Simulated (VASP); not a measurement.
# Tl (P6_3/mmc) in VASP: notebook, part 2 of 2

VASP 6.6.1.

## 3. Single point, PBE (31.22 Å³/atom)

This run uses another cell than the first one, of 31.22 Å³/atom.

Input file INCAR:

```
PREC = Accurate
ENCUT = 520
EDIFF = 1E-7
ISMEAR = -1
SIGMA = 0.1
LREAL = False
LASPH = True
NELM = 80
ALGO = Normal
ISIF = 2
LWAVE = False
LCHARG = False
GGA = PE
NBANDS = 34
```

Input file KPOINTS:

```
regular mesh
0
Gamma
  12 12 3
```

Input file POSCAR:

```
Tl
1.0
    3.5487408888      0.0000000000      0.0000000000
   -1.7743704444      3.0732997612      0.0000000000
    0.0000000000      0.0000000000     11.4512288880
Tl
4
Direct
    1.0000000000      0.0000000000      1.0000000000
    1.0000000000      1.0000000000      0.5000000000
    0.3333333333      0.6666666667      0.2500000000
    0.6666666667      0.3333333333      0.7500000000
```

Potentials or basis: VASP PAW PBE potentials, release 64 (Tl_d).

Run with:

```
$ cat potpaw_PBE.64/Tl_d/POTCAR > POTCAR
$ mpirun -np 1 vasp_std > vasp.out
```

OUTCAR:

```text
PREC = Accurate
   ENCUT = 520
   EDIFF = 1E-7
   ISMEAR = -1
   LREAL = False
   LASPH = True
   NELM = 80
   ISIF = 2
   GGA = PE

 ion  position               nearest neighbor table
   1  0.000  0.000  0.000-   3 3.52   4 3.52   4 3.52   3 3.52   4 3.52   3 3.52
   2  0.000  0.000  0.500-   3 3.52   4 3.52   4 3.52   3 3.52   4 3.52   3 3.52
   3  0.333  0.667  0.250-   1 3.52   2 3.52   1 3.52   2 3.52   1 3.52   2 3.52
   4  0.667  0.333  0.750-   1 3.52   2 3.52   1 3.52   2 3.52   1 3.52   2 3.52

  LATTYP: Found a hexagonal cell.
 ALAT       =     3.5487408888
 C/A-ratio  =     3.2268427724

  Lattice vectors:

 A1 = (   3.5487408888,   0.0000000000,   0.0000000000)
 A2 = (  -1.7743704444,   3.0732997612,   0.0000000000)
 A3 = (   0.0000000000,   0.0000000000,  11.4512288880)

Analysis of symmetry for initial positions (statically):
=====================================================================
 Subroutine PRICEL returns:
 Original cell was already a primitive cell.

 Routine SETGRP: Setting up the symmetry group for a
 hexagonal supercell.

 Subroutine GETGRP returns: Found 24 space group operations
[... 166 lines left out ...]
  ---------------------------------------------------
  free energy    TOTEN  =        -8.88775754 eV

  energy without entropy =       -8.80334912  energy(sigma->0) =       -8.84555333

 E-fermi :   5.6657     XC(G=0):  -9.7587

 val. band max:        5.6449971019   @ k =   0.4167   0.0833   0.3333
 cond. band min:       5.6709022733   @ k =   0.3333   0.2500   0.3333
 fundamental gap:      0.0259051713
 Fermi energy:         5.6657192992

 k-point     1 :       0.0000    0.0000    0.0000
  band No.  band energies     occupation
      1      -5.9511      2.00000
      2      -5.8626      2.00000
      3      -5.8547      2.00000
      4      -5.8186      2.00000
      5      -5.8186      2.00000
      6      -5.8058      2.00000
[... 877 lines left out ...]
     33      11.7392      0.00000
     34      12.5196      0.00000

 [... further k-points ...]
[... 5 lines left out ...]
  --------------------------------------------------------------------------------------
  -------------------------------------------------------------------------------------
  Total        0.0621692      0.0621692     -0.1287410      0.0000000     -0.0000000      0.0000000
  in kB        0.7975434      0.7975434     -1.6515673      0.0000000     -0.0000000      0.0000000
  external PRESSURE =      -0.0188268 kB  Pullay stress =       0.0000000 kB

 VOLUME and BASIS-vectors are now :
 -----------------------------------------------------------------------------
  energy-cutoff  :      520.00
  volume of cell :      124.89
      direct lattice vectors                 reciprocal lattice vectors
     3.548740889  0.000000000  0.000000000     0.281790086  0.162691582  0.000000000
    -1.774370444  3.073299761  0.000000000     0.000000000  0.325383164  0.000000000
     0.000000000  0.000000000 11.451228888     0.000000000  0.000000000  0.087326872

 POSITION                                       TOTAL-FORCE (eV/Angst)
 -----------------------------------------------------------------------------------
      0.00000      0.00000      0.00000        -0.000000      0.000000      0.000000
      0.00000      0.00000      5.72561        -0.000000      0.000000      0.000000
     -0.00000      2.04887      2.86281         0.000000      0.000000     -0.000000
      1.77437      1.02443      8.58842        -0.000000      0.000000      0.000000
 -----------------------------------------------------------------------------------
    total drift:                                0.000000     -0.000000      0.000000

  FREE ENERGIE OF THE ION-ELECTRON SYSTEM (eV)
  ---------------------------------------------------
  free  energy   TOTEN  =        -8.8877575404 eV

  energy  without entropy=       -8.8033491167  energy(sigma->0) =       -8.84555333
```

stdout:

```text
POSCAR found type information on POSCAR Tl
 POSCAR found :  1 types and       4 ions
 scaLAPACK will be used
 LDA part: xc-table for (Slater+PW92), standard interpolation
 POSCAR, INCAR and KPOINTS ok, starting setup
 FFT: planning ... GRIDC
 FFT: planning ... GRID_SOFT
 FFT: planning ... GRID
 WAVECAR not read
 entering main loop
```

Wall time 74 s (1 thread of Intel Xeon Platinum 8559C (Emerald Rapids), shared host); peak memory 0.31 GiB.

What came out:

| Item | Value |
| --- | --- |
| Free energy | -8.8878 eV |
| Pressure | 0.0 GPa |
| Band gap on the k mesh | zero (bands 26 and 27 overlap by 4.01 eV) |

Stress tensor (GPa, compression positive):
```
 0.08  0.00  0.00
 0.00  0.08  0.00
 0.00  0.00 -0.17
```

Caveat: spin-orbit coupling is left out, which moves the levels of the heavy elements.

## 4. Single point, PBE (32.47 Å³/atom)

This run uses another cell than the first one, of 32.47 Å³/atom.

Input file INCAR:

```
SYSTEM = Tl
PREC = Accurate ; ENCUT = 520
EDIFF = 1E-6 ; ISMEAR = -1
SIGMA = 0.1 ; LREAL = .False.
LASPH = .True. ; NELM = 80
ALGO = Normal ; ISIF = 2
LWAVE = .False. ; LCHARG = .False.
GGA = PE ; NBANDS = 34
```

Input file KPOINTS:

```
Automatic mesh
0
Gamma
  12 12 3
  0 0 0
```

Input file POSCAR:

```
Tl
1.0
    3.5954402032      0.0000000000      0.0000000000
   -1.7977201016      3.1137425538      0.0000000000
    0.0000000000      0.0000000000     11.6019202332
Tl
4
Direct
    1.0000000000      0.0000000000      1.0000000000
    1.0000000000      1.0000000000      0.5000000000
    0.3333333333      0.6666666667      0.2500000000
    0.6666666667      0.3333333333      0.7500000000
```

Run with:

```
$ cat potpaw_PBE.64/Tl_d/POTCAR > POTCAR
$ mpirun -np 1 vasp_std > vasp.out
```

Run time: 62 s. Hardware: 1 thread of Intel Xeon Platinum 8559C (Emerald Rapids), shared host; peak memory 0.31 GiB.

It converged, with:

```
Free energy            : -8.8749 eV
Pressure               : -0.9 GPa
Band gap on the k mesh : zero (bands 26 and 27 overlap by 3.82 eV)
```

Stress tensor (GPa, compression positive):
```
-0.84  0.00  0.00
 0.00 -0.84  0.00
 0.00  0.00 -1.16
```

Levels at points of the mesh, in eV from the Fermi level:
```tsv
k point	band 24	band 25	band 26	band 27	band 28	band 29
(0.00, 0.00, 0.00)	-5.23	-2.37	2.83	2.84	7.27	7.27
(0.50, 0.00, 0.00)	-4.16	-2.22	-1.92	-0.29	0.17	1.82
```

Caveat: spin-orbit coupling is left out, which moves the levels of the heavy elements.

## 5. The runs side by side

```csv
cell,gap on the mesh (eV),pressure (GPa)
"a = 3.501, b = 3.501, c = 11.296 Å, angles 90.0, 90.0, 120.0°, 4 atoms",none,1.2
"a = 3.549, b = 3.549, c = 11.451 Å, angles 90.0, 90.0, 120.0°, 4 atoms",none,0.0
"a = 3.595, b = 3.595, c = 11.602 Å, angles 90.0, 90.0, 120.0°, 4 atoms",none,-0.9
```

Alike in all rows: task single point; level PBE; potentials or basis VASP PAW PBE potentials, release 64 (Tl_d); no spin polarisation; k mesh 12 × 12 × 3; cutoff (eV) 520; smearing fermi-dirac 0.1 eV.

Caveats: spin-orbit coupling is left out, which moves the levels of the heavy elements.

Absolute energies hang on the potentials; compare differences alone.
